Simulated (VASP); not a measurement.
# Au (Fm-3m) in VASP: further runs

Au is run at these levels: PBEsol; tasks: single point, relaxation of cell and atoms.

Everything below comes from runs of VASP 6.6.1. Logs are shortened: lines on timing, memory, paths and dates and some standing lists are left out, and cuts for length are marked.

## (1) The cell of the first run

The structure is cubic, space group Fm-3m (No. 225). The conventional cell has a = 4.084 Å, b = 4.084 Å, c = 4.084 Å, α = 90.00°, β = 90.00°, γ = 90.00°. Au (site symmetry m-3m) has 12 Au at 2.89 Å within 3.8 Å.

## (2) Single point, PBEsol

Input file INCAR:

```
PREC = Accurate
ENCUT = 500
EDIFF = 1E-6
ISMEAR = -1
SIGMA = 0.1
LREAL = F
LASPH = T
NELM = 120
ALGO = Normal
ISIF = 2
LWAVE = F
LCHARG = F
GGA = PS
NBANDS = 12
GGA_COMPAT = F
```

Input file KPOINTS:

```
Automatic mesh
0
Gamma
  18 18 18
```

Input file POSCAR:

```
Au
1.0
    0.0000000000      2.0417732430      2.0417732430
    2.0417732430      0.0000000000      2.0417732430
    2.0417732430      2.0417732430      0.0000000000
Au
1
Direct
    0.0000000000      0.0000000000      0.0000000000
```

Potentials or basis: VASP PAW PBE potentials, release 64 (Au).

On the command line:

```bash
> cat potpaw_PBE.64/Au/POTCAR > POTCAR
> mpirun -np 1 vasp_std > vasp.out
```

OUTCAR:

```text
PREC = Accurate
   ENCUT = 500
   EDIFF = 1E-6
   ISMEAR = -1
   LREAL = F
   LASPH = T
   NELM = 120
   ISIF = 2
   GGA = PS

 ion  position               nearest neighbor table
   1  0.000  0.000  0.000-

  LATTYP: Found a face centered cubic cell.
 ALAT       =     4.0835464860

  Lattice vectors:

 A1 = (   0.0000000000,   2.0417732430,   2.0417732430)
 A2 = (   2.0417732430,   0.0000000000,   2.0417732430)
 A3 = (   2.0417732430,   2.0417732430,   0.0000000000)

Analysis of symmetry for initial positions (statically):
=====================================================================
 Subroutine PRICEL returns:
 Original cell was already a primitive cell.

 Routine SETGRP: Setting up the symmetry group for a
 face centered cubic supercell.

 Subroutine GETGRP returns: Found 48 space group operations
 (whereof 48 operations were pure point group operations)
 out of a pool of 48 trial point group operations.

The static configuration has the point symmetry O_h .

Analysis of symmetry for dynamics (positions and initial velocities):
=====================================================================
 Subroutine PRICEL returns:
 Original cell was already a primitive cell.

 Routine SETGRP: Setting up the symmetry group for a
 face centered cubic supercell.

 Subroutine GETGRP returns: Found 48 space group operations
 (whereof 48 operations were pure point group operations)
 out of a pool of 48 trial point group operations.

The dynamic configuration has the point symmetry O_h .

 Subroutine INISYM returns: Found 48 space group operations
 (whereof 48 operations are pure point group operations),
 and found     1 'primitive' translations

----------------------------------------------------------------------------------------

                                     Primitive cell

  volume of cell :      17.0236

  direct lattice vectors                    reciprocal lattice vectors
     0.000000000  2.041773243  2.041773243    -0.244885176  0.244885176  0.244885176
     2.041773243  0.000000000  2.041773243     0.244885176 -0.244885176  0.244885176
     2.041773243  2.041773243  0.000000000     0.244885176  0.244885176 -0.244885176

  length of vectors
     2.887503412  2.887503412  2.887503412     0.424153567  0.424153567  0.424153567

  position of ions in fractional coordinates (direct lattice)
     0.000000000  0.000000000  0.000000000

  ion indices of the primitive-cell ions
   primitive index   ion index
                 1           1

----------------------------------------------------------------------------------------

 KPOINTS: Automatic mesh

Automatic generation of k-mesh.
 Grid dimensions read from file:
 generate k-points for:   18   18   18

 Generating k-lattice:

  Cartesian coordinates                     Fractional coordinates (reciprocal lattice)
    -0.013604732  0.013604732  0.013604732     0.055555556  0.000000000  0.000000000
     0.013604732 -0.013604732  0.013604732     0.000000000  0.055555556  0.000000000
     0.013604732  0.013604732 -0.013604732     0.000000000  0.000000000  0.055555556

  Length of vectors
     0.023564087  0.023564087  0.023564087

  Shift w.r.t. Gamma in fractional coordinates (k-lattice)
     0.000000000  0.000000000  0.000000000

 Subroutine IBZKPT returns following result:
 ===========================================

 Found    195 irreducible k-points:

 Following reciprocal coordinates:
            Coordinates               Weight
  0.000000  0.000000  0.000000      1.000000
  0.055556  0.000000  0.000000      8.000000
  0.111111  0.000000  0.000000      8.000000
  0.166667  0.000000  0.000000      8.000000
  0.222222  0.000000  0.000000      8.000000
  0.277778  0.000000  0.000000      8.000000
[... 16 lines left out ...]
 -0.277778  0.055556  0.000000     24.000000
 -0.222222  0.055556  0.000000     24.000000
 [... further k-points ...]
   k-points           NKPTS =    195   k-points in BZ     NKDIM =    195   number of bands    NBANDS=     12
   number of dos      NEDOS =    301   number of ions     NIONS =      1
   total plane-waves  NPLWV =  13824
   dimension x,y,z NGX =    24 NGY =   24 NGZ =   24
   dimension x,y,z NGXF=    48 NGYF=   48 NGZF=   48
   ions per type =               1
   NGX,Y,Z   is equivalent  to a cutoff of  13.82, 13.82, 13.82 a.u.
   NGXF,Y,Z  is equivalent  to a cutoff of  27.64, 27.64, 27.64 a.u.
 SYSTEM =  unknown system
   PREC   = accura    normal or accurate (medium, high low for compatibility)
   ISTART =      0    job   : 0-new  1-cont  2-samecut
   ICHARG =      2    charge: 1-file 2-atom 10-const
   ISPIN  =      1    spin polarized calculation?
   LNONCOLLINEAR =      F non collinear calculations
   LSORBIT =      F    spin-orbit coupling
   LASPH  =      T    aspherical Exc in radial PAW
   ENCUT  =  500.0 eV  36.75 Ry    6.06 a.u.   5.26  5.26  5.26*2*pi/ulx,y,z
   NELM   =    120;   NELMIN=  2; NELMDL= -5     # of ELM steps
   EDIFF  = 0.1E-05   stopping-criterion for ELM
   LREAL  =      F    real-space projection
   EDIFFG = 0.1E-04   stopping-criterion for IOM
   NSW    =      0    number of steps for IOM
   IBRION =     -1    ionic relax: 0-MD 1-quasi-New 2-CG
   NFREE  =      0    steps in history (QN), initial steepest desc. (CG)
   ISIF   =      2    stress and relaxation
   ISYM   =      2    0-nonsym 1-usesym 2-fastsym
   POTIM  = 0.5000    time-step for ionic-motion
   TEBEG  =    0.0;   TEEND  =   0.0 temperature during run
   PSTRESS=    0.0 pullay stress
   NELECT =      11.0000    total number of electrons
   NUPDOWN=      -1.0000    fix difference up-down
   EMIN   =  10.00;   EMAX   =-10.00  energy-range for DOS
   EFERMI =   0.00;   METHOD = LEGACY
   ISMEAR =    -1;   SIGMA  =   0.10  broadening in eV -4-tet -1-fermi 0-gaus
   EFERMI_NEDOS =   21; number of points for ismear=-14 and -15
   IALGO  =     38    algorithm
   IMIX   =      4    mixing-type and parameters
     AMIX     =   0.40;   BMIX     =  1.00
     AMIX_MAG =   1.60;   BMIX_MAG =  1.00
  volume/ion in A,a.u.               =      17.02       114.88
  Fermi-wavevector in a.u.,A,eV,Ry     =   1.415321  2.674568 27.254278  2.003133
  Thomas-Fermi vector in A             =   2.536771
   LORBIT       =      0    0 simple, 1 ext, 2 COOP (PROOUT), +10 PAW based schemes
   GGA     = PS    functional components
   LHFCALC =     F    Hartree Fock is set to
   AEXX    =    0.0000 exact exchange contribution
   IVDW    =     0    specifies the selected vdW correction
   LEPSILON=     F    determine dielectric tensor
   LRPA    =     F    only Hartree local field effects (RPA)
 non-spin polarized calculation
  energy-cutoff  :      500.00
  volume of cell :       17.02
 maximum number of plane-waves:       444
 NGX is ok and might be reduce to    24
   NGX = 11   NGY = 11   NGZ = 11

 number of electron      11.0000000 magnetization

 Free energy of the ion-electron system (eV)
  ---------------------------------------------------
  ext. energy  EPLUGINS =         0.00000000
  ---------------------------------------------------
  free energy    TOTEN  =        -3.92892595 eV

  energy without entropy =       -3.91982770  energy(sigma->0) =       -3.92437682

 E-fermi :   9.2828     XC(G=0): -12.8911

 val. band max:        9.2693600160   @ k =   0.5000   0.2778   0.1111
 cond. band min:       9.3213312117   @ k =   0.4444   0.4444   0.0000
 fundamental gap:      0.0519711957
 Fermi energy:         9.2827906660

 k-point     1 :       0.0000    0.0000    0.0000
  band No.  band energies     occupation
      1      -0.6362      2.00000
      2       4.6112      2.00000
      3       4.6112      2.00000
      4       4.6112      2.00000
      5       6.1439      2.00000
      6       6.1439      2.00000
      7      23.7945      0.00000
      8      27.7950      0.00000
      9      27.7950      0.00000
     10      27.7950      0.00000
     11      32.6651      0.00000
     12      37.3398      0.00000

 k-point     2 :       0.0556    0.0000    0.0000
  band No.  band energies     occupation
      1      -0.5281      2.00000
      2       4.5750      2.00000
      3       4.6489      2.00000
      4       4.6489      2.00000
      5       6.1265      2.00000
      6       6.1265      2.00000
      7      23.9240      0.00000
      8      27.0773      0.00000
      9      27.9243      0.00000
     10      27.9243      0.00000
     11      33.2826      0.00000
     12      35.9937      0.00000

 k-point     3 :       0.1111    0.0000    0.0000
  band No.  band energies     occupation
      1      -0.2124      2.00000
      2       4.4829      2.00000
      3       4.7472      2.00000
      4       4.7472      2.00000
      5       6.0908      2.00000
      6       6.0908      2.00000
      7      24.2179      0.00000
      8      25.5973      0.00000
      9      28.2899      0.00000
     10      28.2899      0.00000
     11      33.0608      0.00000
     12      35.3589      0.00000

 k-point     4 :       0.1667    0.0000    0.0000
  band No.  band energies     occupation
      1       0.2802      2.00000
      2       4.3864      2.00000
      3       4.8575      2.00000
      4       4.8575      2.00000
      5       6.0900      2.00000
      6       6.0900      2.00000
      7      23.4779      0.00000
      8      24.8982      0.00000
      9      28.8071      0.00000
     10      28.8071      0.00000
     11      31.6480      0.00000
     12      33.8730      0.00000

 k-point     5 :       0.2222    0.0000    0.0000
  band No.  band energies     occupation
      1       0.8773      2.00000
      2       4.3822      2.00000
      3       4.9055      2.00000
      4       4.9055      2.00000
      5       6.1995      2.00000
      6       6.1995      2.00000
      7      21.5035      0.00000
      8      24.9772      0.00000
      9      29.2290      0.00000
     10      29.2290      0.00000
     11      30.9580      0.00000
     12      32.6327      0.00000

 k-point     6 :       0.2778    0.0000    0.0000
  band No.  band energies     occupation
      1       1.4347      2.00000
      2       4.6327      2.00000
      3       4.8611      2.00000
      4       4.8611      2.00000
      5       6.4419      2.00000
      6       6.4419      2.00000
      7      19.3427      0.00000
      8      24.6589      0.00000
      9      28.9901      0.00000
     10      28.9901      0.00000
     11      31.3297      0.00000
     12      32.2691      0.00000

 k-point     7 :       0.3333    0.0000    0.0000
  band No.  band energies     occupation
      1       1.7860      2.00000
      2       4.7658      2.00000
      3       4.7658      2.00000
      4       5.3062      2.00000
      5       6.7553      2.00000
      6       6.7553      2.00000
      7      17.1415      0.00000
      8      24.1293      0.00000
      9      28.1090      0.00000
     10      28.1090      0.00000
     11      32.4344      0.00000
     12      32.7704      0.00000

 k-point     8 :       0.3889    0.0000    0.0000
  band No.  band energies     occupation
      1       1.9214      2.00000
      2       4.6687      2.00000
      3       4.6687      2.00000
      4       6.3784      2.00000
      5       7.0558      2.00000
      6       7.0558      2.00000
      7      15.0306      0.00000
      8      23.6517      0.00000
      9      27.2174      0.00000
     10      27.2174      0.00000
     11      33.4669      0.00000
     12      33.4669      0.00000
[... 166 lines left out ...]
 k-point    20 :      -0.4444    0.0556    0.0000
  band No.  band energies     occupation
      1       2.0339      2.00000
      2       4.5400      2.00000
      3       4.6421      2.00000
      4       6.7824      2.00000
      5       7.2513      2.00000
      6       8.5806      1.99822
      7      12.7841      0.00000
      8      23.3667      0.00000
      9      25.8358      0.00000
     10      26.5264      0.00000
     11      34.0307      0.00000
     12      34.2368      0.00000

 k-point    21 :      -0.3889    0.0556    0.0000
  band No.  band energies     occupation
      1       2.0226      2.00000
      2       4.6043      2.00000
      3       4.6901      2.00000
      4       6.2786      2.00000
      5       7.0098      2.00000
      6       7.7987      2.00000
      7      14.4193      0.00000
      8      23.5954      0.00000
      9      26.0219      0.00000
     10      27.3020      0.00000
     11      33.2628      0.00000
     12      33.9221      0.00000

 k-point    22 :      -0.3333    0.0556    0.0000
  band No.  band energies     occupation
      1       1.9396      2.00000
      2       4.6987      2.00000
      3       4.7781      2.00000
      4       5.4141      2.00000
      5       6.6797      2.00000
      6       7.2651      2.00000
      7      16.4700      0.00000
      8      23.9966      0.00000
      9      26.5239      0.00000
     10      28.4406      0.00000
     11      32.1011      0.00000
     12      33.2444      0.00000

 k-point    23 :      -0.2778    0.0556    0.0000
  band No.  band energies     occupation
      1       1.6720      2.00000
      2       4.6365      2.00000
      3       4.8652      2.00000
      4       4.8832      2.00000
      5       6.3297      2.00000
      6       6.8627      2.00000
      7      18.6598      0.00000
      8      24.4897      0.00000
      9      27.2073      0.00000
     10      29.8302      0.00000
     11      30.8655      0.00000
     12      32.3609      0.00000

 k-point    24 :      -0.2222    0.0556    0.0000
  band No.  band energies     occupation
      1       1.1678      2.00000
      2       4.3336      2.00000
      3       4.9179      2.00000
      4       4.9571      2.00000
      5       6.0458      2.00000
      6       6.5306      2.00000
      7      20.8496      0.00000
      8      24.8824      0.00000
      9      27.8139      0.00000
     10      30.0864      0.00000
     11      30.6945      0.00000
     12      32.1348      0.00000

 [... further k-points ...]
[... 5 lines left out ...]
  --------------------------------------------------------------------------------------
  -------------------------------------------------------------------------------------
  Total       -0.0319079     -0.0319079     -0.0319079      0.0000000      0.0000000     -0.0000000
  in kB       -3.0030103     -3.0030103     -3.0030103      0.0000000      0.0000000     -0.0000000
  external PRESSURE =      -3.0030103 kB  Pullay stress =       0.0000000 kB

 VOLUME and BASIS-vectors are now :
 -----------------------------------------------------------------------------
  energy-cutoff  :      500.00
  volume of cell :       17.02
      direct lattice vectors                 reciprocal lattice vectors
     0.000000000  2.041773243  2.041773243    -0.244885176  0.244885176  0.244885176
     2.041773243  0.000000000  2.041773243     0.244885176 -0.244885176  0.244885176
     2.041773243  2.041773243  0.000000000     0.244885176  0.244885176 -0.244885176

 POSITION                                       TOTAL-FORCE (eV/Angst)
 -----------------------------------------------------------------------------------
      0.00000      0.00000      0.00000         0.000000      0.000000      0.000000
 -----------------------------------------------------------------------------------
    total drift:                               -0.000000     -0.000000     -0.000000

  FREE ENERGIE OF THE ION-ELECTRON SYSTEM (eV)
  ---------------------------------------------------
  free  energy   TOTEN  =        -3.9289259472 eV

  energy  without entropy=       -3.9198276999  energy(sigma->0) =       -3.92437682
```

It took 28 s on 1 thread of AMD EPYC 7R43 (Zen 3), shared host; peak memory 0.13 GiB.

Results:

```yaml
Free_energy: -3.9289 eV
Pressure: -0.3 GPa
```

Caveat: the PAW data sets were made with another functional, which shifts forces and pressure a little; spin-orbit coupling is left out, which moves the levels of the heavy elements.

## (3) Relaxation of cell and atoms, PBEsol

This run uses another cell than the first one, of 16.95 Å³/atom, 0.996 times its volume.

Input file INCAR:

```
  PREC = Accurate
  ENCUT = 500
  EDIFF = 1E-7
  ISMEAR = -1
  SIGMA = 0.1
  LREAL = F
  LASPH = T
  NELM = 120
  ALGO = Normal
  ISIF = 3
  LWAVE = F
  LCHARG = F
  GGA = PS
  IBRION = 2
  NSW = 60
  EDIFFG = -0.005
  GGA_COMPAT = F
  NELMIN = 4
```

KPOINTS is that of step 2.

Input file POSCAR:

```
Au
1.0
    0.0000000000      2.0388247748      2.0388247748
    2.0388247748      0.0000000000      2.0388247748
    2.0388247748      2.0388247748      0.0000000000
Au
1
Direct
    0.0000000000      0.0000000000      0.0000000000
```

Potentials or basis: VASP PAW PBE potentials, release 64 (Au).

On the command line:

```bash
> cat potpaw_PBE.64/Au/POTCAR > POTCAR
> mpirun -np 1 vasp_std > vasp.out
```

It took 43 s on 1 thread of AMD EPYC 7R43 (Zen 3), shared host; peak memory 0.13 GiB.

The run converged. Its results:

- Free energy: -3.9289 eV
- Relaxed volume: 16.99 Å³/atom
- Relaxed cell: a = 2.886 Å, b = 2.886 Å, c = 2.886 Å, α = 60.00°, β = 60.00°, γ = 60.00°
- Space group after relaxing (to 0.05 Å): Fm-3m (No. 225)
- Energy gained by relaxing: 0.1 meV/atom
- Ionic steps: 3
- Pressure after relaxing: 0.0 GPa

Final structure:
```
CELL_PARAMETERS angstrom
0.00000 2.04058 2.04058
2.04058 0.00000 2.04058
2.04058 2.04058 0.00000
ATOMIC_POSITIONS crystal
Au 0.00000 0.00000 0.00000
```

Levels at points of the mesh, in eV from the Fermi level:
```
           k point  band 2  band 3  band 4  band 5  band 6  band 7  band 8  band 9
(0.00, 0.00, 0.00)   -4.68   -4.68   -4.68   -3.14   -3.14   14.51   18.52   18.52
(0.50, 0.00, 0.00)   -4.72   -4.72   -1.94   -1.94   -1.03    3.08   13.95   17.12
(0.50, 0.50, 0.00)   -6.76   -1.98   -1.61   -1.61    0.96    5.78    9.97    9.97
```

Caveat: the PAW data sets were made with another functional, which shifts forces and pressure a little; spin-orbit coupling is left out, which moves the levels of the heavy elements.
